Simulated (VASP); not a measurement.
# SiC: single point with r2SCAN

SiC:

```
Si C
1.0
     3.07077    0.00000    0.00000
    -1.53538    2.65936    0.00000
     0.00000    0.00000    5.04122
Si C
2 2
Direct
  0.33333 0.66667 0.49961
  0.66667 0.33333 0.99961
  0.33333 0.66667 0.87539
  0.66667 0.33333 0.37539
```

- Program: VASP 6.6.1
- Task: single point
- Functional: r2SCAN
- Potentials or basis: VASP PAW PBE potentials, release 64 (Si, C)
- Cutoff: 520 eV
- k mesh: 12 × 12 × 6
- Occupations: gaussian, width 0.02 eV
- Spin: no spin polarisation
- Dipole correction: no
- Further INCAR settings: ALGO = Normal; EDIFF = 1e-07; NBANDS = 16

```json
{
 "Pressure": "0.8 GPa",
 "Band gap on the k mesh": "2.65 eV, indirect (least direct gap 4.50 eV)"
}
```

Levels at points of the mesh, in eV from the valence-band top:
```csv
k point,band 5,band 6,band 7,band 8,band 9,band 10,band 11,band 12
"(0.00, 0.00, 0.00)",-1.39,-0.12,0.00,0.00,5.42,6.82,7.22,7.22
"(0.50, 0.00, 0.00)",-5.64,-3.49,-3.37,-1.26,3.24,4.67,7.50,7.66
"(0.00, 0.00, 0.50)",-0.75,-0.75,-0.75,-0.75,6.54,6.54,7.92,7.92
"(0.50, 0.00, 0.50)",-2.57,-2.57,-2.45,-2.45,3.73,3.73,5.81,5.81
```

Wall time 120 s on 1 thread of AMD EPYC 9R45 96-Core Processor (Zen 5), with other jobs on the host, peak memory 0.15 GiB.

Caveat: the PAW data sets were made with another functional, which shifts forces and pressure a little. r2SCAN opens gaps a little over a GGA but as a rule still falls short of measured ones.
